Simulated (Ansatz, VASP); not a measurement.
## GeSbTe3: VASP beside Ansatz

```
Ge Sb Te
1.0
     4.18471    0.00000    0.00000
     0.00000    4.18471    0.00000
     0.00000    0.00000    9.20161
Ge Sb Te
1 1 3
Direct
  0.00000 0.00000 0.00000
  0.50000 0.50000 0.50000
  0.50000 0.50000 0.16245
  0.50000 0.50000 0.83755
  0.00000 0.00000 0.50000
```

Alike in both runs: functional PBE; k mesh 10 × 10 × 4; occupations gaussian, width 0.1 eV; no spin polarisation.

Ansatz relaxed the structure, and its values are those at the end. VASP's run is a single point on that final structure, the one shown.

|  | VASP | Ansatz |
| --- | --- | --- |
| version | VASP 6.6.1 | Ansatz 0.2.0 |
| potentials or method | VASP PAW PBE potentials, release 64 (Ge_d, Sb, Te), cutoff 520 eV | scalar-relativistic, plane waves, PAW |
| valence electrons in the cell | 37 | 77 |

```tsv
	VASP	Ansatz	Ansatz less VASP
gap on the k mesh at the Fermi level (eV)	none	none	-
pressure (GPa)	0.0	0.0	+0.01
```

A gap of «none» marks a metal or a gap that the smearing closes. The functional is the same, so the differences come from potentials, cutoffs and numerics. VASP's potentials hold 37 valence electrons a cell and Ansatz's 77, so a difference there can come from the potentials and not from the codes.

Neither program's run includes spin-orbit coupling.
